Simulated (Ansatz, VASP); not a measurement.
# Be: VASP beside Ansatz

```xyz
4
Lattice="3.7468 0.0000 0.0000 0.0000 3.7468 0.0000 0.0000 0.0000 2.2813" Properties=species:S:1:pos:R:3 pbc="T T T"
Be    1.1143    1.1143    0.0000
Be    2.6325    2.6325    0.0000
Be    0.7591    2.9877    1.1406
Be    2.9877    0.7591    1.1406
```

Alike in both runs: task single point; functional PBEsol; k mesh 6 × 6 × 10; occupations gaussian, width 0.1 eV; no spin polarisation.

```csv
,VASP,Ansatz
version,VASP 6.6.1,Ansatz 0.2.0
potentials or method,"VASP PAW PBE potentials, release 64 (Be), cutoff 520 eV","plane waves, PAW"
valence electrons in the cell,8,8
```

Ansatz gave:

* pressure (GPa): -1.0
* traceless stress, the component that is largest in VASP (GPa): 1.55

**Question.** What did VASP give for the same quantities?

**Answer.** Pressure (GPa): -0.7; traceless stress, the component that is largest in VASP (GPa): 1.55.

VASP's potentials were made for PBE, not for PBEsol. With one functional, cell and mesh, what is left measures potentials, basis and numerics.
